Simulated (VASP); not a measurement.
# TiAl (P-6m2) in VASP: a series of runs, part 2 of 3

VASP 6.6.1. The steps go on from the part before.

## (3) Single point, PBEsol

This run uses another cell than the first one, of 15.00 Å³/atom, 1.064 times its volume.

Input file INCAR:

```
PREC     = Accurate       # precision mode
ENCUT    = 520            # plane-wave cutoff, eV
EDIFF    = 1E-6           # SCF threshold, eV
ISMEAR   = -1             # smearing method
SIGMA    = 0.05           # smearing width, eV
LREAL    = False          # projectors in reciprocal space
LASPH    = True           # aspherical terms in the spheres
NELM     = 80             # most SCF steps
ALGO     = Fast           # electronic algorithm
ISIF     = 2              # what is computed and relaxed
LWAVE    = False          # write WAVECAR
LCHARG   = True           # write CHGCAR
GGA      = PS             # functional
LELF     = True           # ELF
LVHAR    = True         
NBANDS   = 14             # bands
```

Input file KPOINTS:

```
Automatic mesh
0
Gamma
  11 11 6
```

Input file POSCAR:

```
TiAl
1.0
    2.7656996680      0.0000000000      0.0000000000
   -1.3828498340      2.3951661717      0.0000000000
    0.0000000000      0.0000000000      4.5287515133
Ti Al
1 1
Direct
    0.0000000000      0.0000000000      0.0000000000
    0.3333333333      0.6666666667      0.5000000000
```

Potentials or basis: VASP PAW PBE potentials, release 64 (Ti_sv, Al).

On the command line:

```bash
$ cat potpaw_PBE.64/Ti_sv/POTCAR potpaw_PBE.64/Al/POTCAR > POTCAR
$ mpirun -np 1 vasp_std > vasp.out
```

OUTCAR:

```text
PREC = Accurate
   ENCUT = 520
   EDIFF = 1E-6
   ISMEAR = -1
   LREAL = False
   LASPH = True
   NELM = 80
   ISIF = 2
   GGA = PS

 ion  position               nearest neighbor table
   1  0.000  0.000  0.000-   2 2.77   2 2.77   2 2.77   2 2.77   2 2.77   2 2.77
   2  0.333  0.667  0.500-   1 2.77   1 2.77   1 2.77   1 2.77   1 2.77   1 2.77

  LATTYP: Found a hexagonal cell.
 ALAT       =     2.7656996680
 C/A-ratio  =     1.6374704621

  Lattice vectors:

 A1 = (   2.7656996680,   0.0000000000,   0.0000000000)
 A2 = (  -1.3828498340,   2.3951661717,   0.0000000000)
 A3 = (   0.0000000000,   0.0000000000,   4.5287515133)

Analysis of symmetry for initial positions (statically):
=====================================================================
 Subroutine PRICEL returns:
 Original cell was already a primitive cell.

 Routine SETGRP: Setting up the symmetry group for a
 hexagonal supercell.

 Subroutine GETGRP returns: Found 12 space group operations
 (whereof 12 operations were pure point group operations)
 out of a pool of 24 trial point group operations.

The static configuration has the point symmetry D_3h.

Analysis of symmetry for dynamics (positions and initial velocities):
=====================================================================
 Subroutine PRICEL returns:
 Original cell was already a primitive cell.

 Routine SETGRP: Setting up the symmetry group for a
 hexagonal supercell.

 Subroutine GETGRP returns: Found 12 space group operations
 (whereof 12 operations were pure point group operations)
 out of a pool of 24 trial point group operations.

The dynamic configuration has the point symmetry D_3h.

 Subroutine INISYM returns: Found 12 space group operations
 (whereof 12 operations are pure point group operations),
 and found     1 'primitive' translations

----------------------------------------------------------------------------------------

                                     Primitive cell

  volume of cell :      29.9999

  direct lattice vectors                    reciprocal lattice vectors
     2.765699668  0.000000000  0.000000000     0.361572159  0.208753783  0.000000000
    -1.382849834  2.395166172  0.000000000     0.000000000  0.417507567  0.000000000
     0.000000000  0.000000000  4.528751513     0.000000000  0.000000000  0.220811408

  length of vectors
     2.765699668  2.765699668  4.528751513     0.417507567  0.417507567  0.220811408

  position of ions in fractional coordinates (direct lattice)
     0.000000000  0.000000000  0.000000000
     0.333333333  0.666666667  0.500000000

  ion indices of the primitive-cell ions
   primitive index   ion index
                 1           1
                 2           2

----------------------------------------------------------------------------------------

 KPOINTS: Automatic mesh

Automatic generation of k-mesh.
 Grid dimensions read from file:
 generate k-points for:   11   11    6

 Generating k-lattice:

  Cartesian coordinates                     Fractional coordinates (reciprocal lattice)
     0.032870196  0.018977617  0.000000000     0.090909091  0.000000000  0.000000000
     0.000000000  0.037955233  0.000000000     0.000000000  0.090909091  0.000000000
     0.000000000  0.000000000  0.036801901     0.000000000  0.000000000  0.166666667

  Length of vectors
     0.037955233  0.037955233  0.036801901

  Shift w.r.t. Gamma in fractional coordinates (k-lattice)
     0.000000000  0.000000000  0.000000000

 Subroutine IBZKPT returns following result:
 ===========================================

 Found     64 irreducible k-points:

 Following reciprocal coordinates:
            Coordinates               Weight
  0.000000  0.000000  0.000000      1.000000
  0.090909  0.000000  0.000000      6.000000
  0.181818 -0.000000  0.000000      6.000000
  0.272727  0.000000  0.000000      6.000000
  0.363636  0.000000  0.000000      6.000000
  0.454545  0.000000  0.000000      6.000000
[... 16 lines left out ...]
  0.090909  0.090909  0.166667     12.000000
  0.181818  0.090909  0.166667     24.000000
 [... further k-points ...]
   k-points           NKPTS =     64   k-points in BZ     NKDIM =     64   number of bands    NBANDS=     14
   number of dos      NEDOS =    301   number of ions     NIONS =      2
   total plane-waves  NPLWV =  20736
   dimension x,y,z NGX =    24 NGY =   24 NGZ =   36
   dimension x,y,z NGXF=    48 NGYF=   48 NGZF=   72
   ions per type =               1   1
   NGX,Y,Z   is equivalent  to a cutoff of  14.43, 14.43, 13.22 a.u.
   NGXF,Y,Z  is equivalent  to a cutoff of  28.85, 28.85, 26.43 a.u.
 SYSTEM =  unknown system
   PREC   = accura    normal or accurate (medium, high low for compatibility)
   ISTART =      0    job   : 0-new  1-cont  2-samecut
   ICHARG =      2    charge: 1-file 2-atom 10-const
   ISPIN  =      1    spin polarized calculation?
   LNONCOLLINEAR =      F non collinear calculations
   LSORBIT =      F    spin-orbit coupling
   LASPH  =      T    aspherical Exc in radial PAW
   ENCUT  =  520.0 eV  38.22 Ry    6.18 a.u.   5.14  5.14  8.42*2*pi/ulx,y,z
   NELM   =     80;   NELMIN=  2; NELMDL= -5     # of ELM steps
   EDIFF  = 0.1E-05   stopping-criterion for ELM
   LREAL  =      F    real-space projection
   EDIFFG = 0.1E-04   stopping-criterion for IOM
   NSW    =      0    number of steps for IOM
   IBRION =     -1    ionic relax: 0-MD 1-quasi-New 2-CG
   NFREE  =      0    steps in history (QN), initial steepest desc. (CG)
   ISIF   =      2    stress and relaxation
   ISYM   =      2    0-nonsym 1-usesym 2-fastsym
   POTIM  = 0.5000    time-step for ionic-motion
   TEBEG  =    0.0;   TEEND  =   0.0 temperature during run
   PSTRESS=    0.0 pullay stress
   NELECT =      15.0000    total number of electrons
   NUPDOWN=      -1.0000    fix difference up-down
   EMIN   =  10.00;   EMAX   =-10.00  energy-range for DOS
   EFERMI =   0.00;   METHOD = LEGACY
   ISMEAR =    -1;   SIGMA  =   0.05  broadening in eV -4-tet -1-fermi 0-gaus
   EFERMI_NEDOS =   21; number of points for ismear=-14 and -15
   IALGO  =     68    algorithm
   IMIX   =      4    mixing-type and parameters
     AMIX     =   0.40;   BMIX     =  1.00
     AMIX_MAG =   1.60;   BMIX_MAG =  1.00
  volume/ion in A,a.u.               =      15.00       101.22
  Fermi-wavevector in a.u.,A,eV,Ry     =   1.299368  2.455450 22.971498  1.688357
  Thomas-Fermi vector in A             =   2.430636
   LORBIT       =      0    0 simple, 1 ext, 2 COOP (PROOUT), +10 PAW based schemes
   GGA     = PS    functional components
   LHFCALC =     F    Hartree Fock is set to
   AEXX    =    0.0000 exact exchange contribution
   IVDW    =     0    specifies the selected vdW correction
   LEPSILON=     F    determine dielectric tensor
   LRPA    =     F    only Hartree local field effects (RPA)
 non-spin polarized calculation
 RMM-DIIS sequential band-by-band and
  energy-cutoff  :      520.00
  volume of cell :       30.00
 maximum number of plane-waves:       820
 NGX is ok and might be reduce to    24
   NGX = 11   NGY = 11   NGZ = 17

 number of electron      14.9999997 magnetization

 Free energy of the ion-electron system (eV)
  ---------------------------------------------------
  ext. energy  EPLUGINS =         0.00000000
  ---------------------------------------------------
  free energy    TOTEN  =       -12.86787154 eV

  energy without entropy =      -12.84760039  energy(sigma->0) =      -12.85773596

 E-fermi :   8.8759     XC(G=0): -11.4859

 val. band max:        8.8599229427   @ k =   0.3636   0.0909   0.5000
 cond. band min:       8.8803132813   @ k =   0.3636   0.2727   0.3333
 fundamental gap:      0.0203903386
 Fermi energy:         8.8759409158

 k-point     1 :       0.0000    0.0000    0.0000
  band No.  band energies     occupation
      1     -47.1724      2.00000
      2     -23.6153      2.00000
      3     -23.0581      2.00000
      4     -23.0581      2.00000
      5      -0.5555      2.00000
      6       6.4431      2.00000
      7       6.9917      2.00000
      8      10.2890      0.00000
      9      10.2890      0.00000
     10      12.0222      0.00000
     11      12.0222      0.00000
     12      13.2717      0.00000
     13      22.5594      0.00000
     14      22.5595      0.00000
[... 375 lines left out ...]
 k-point    24 :       0.1818    0.0909    0.1667
  band No.  band energies     occupation
      1     -47.1029      2.00000
      2     -23.5504      2.00000
      3     -23.4389      2.00000
      4     -23.1615      2.00000
      5       1.1113      2.00000
      6       6.3880      2.00000
      7       8.2636      1.99999
      8       9.1764      0.00490
      9      11.3954      0.00000
     10      11.5707      0.00000
     11      11.6611      0.00000
     12      14.5917      0.00000
     13      16.1324      0.00000
     14      17.8104      0.00000

 [... further k-points ...]
[... 5 lines left out ...]
  --------------------------------------------------------------------------------------
  -------------------------------------------------------------------------------------
  Total        1.8452457      1.8452457      1.8707808      0.0000000     -0.0000000     -0.0000000
  in kB       98.5475010     98.5475010     99.9112341      0.0000000     -0.0000000     -0.0000000
  external PRESSURE =      99.0020787 kB  Pullay stress =       0.0000000 kB

 VOLUME and BASIS-vectors are now :
 -----------------------------------------------------------------------------
  energy-cutoff  :      520.00
  volume of cell :       30.00
      direct lattice vectors                 reciprocal lattice vectors
     2.765699668  0.000000000  0.000000000     0.361572159  0.208753783  0.000000000
    -1.382849834  2.395166172  0.000000000     0.000000000  0.417507567  0.000000000
     0.000000000  0.000000000  4.528751513     0.000000000  0.000000000  0.220811408

 POSITION                                       TOTAL-FORCE (eV/Angst)
 -----------------------------------------------------------------------------------
      0.00000      0.00000      0.00000        -0.000000      0.000000      0.000000
     -0.00000      1.59678      2.26438         0.000000      0.000000      0.000000
 -----------------------------------------------------------------------------------
    total drift:                                0.000000     -0.000000      0.000000

  FREE ENERGIE OF THE ION-ELECTRON SYSTEM (eV)
  ---------------------------------------------------
  free  energy   TOTEN  =       -12.8678715369 eV

  energy  without entropy=      -12.8476003907  energy(sigma->0) =      -12.85773596
```

Run time: 60 s. Hardware: 1 thread of Intel Xeon Platinum 8259CL at 2.50GHz (Skylake/Cascade Lake), shared host; peak memory 0.17 GiB.

Results:

```yaml
Free_energy: -12.8679 eV
Pressure: 9.9 GPa
```

Stress tensor (GPa, compression positive):
```
9.85 0.00 0.00
0.00 9.85 0.00
0.00 0.00 9.99
```

Caveat: the PAW data sets were made with another functional, which shifts forces and pressure a little.

(Part 2 of 3 ends here.)
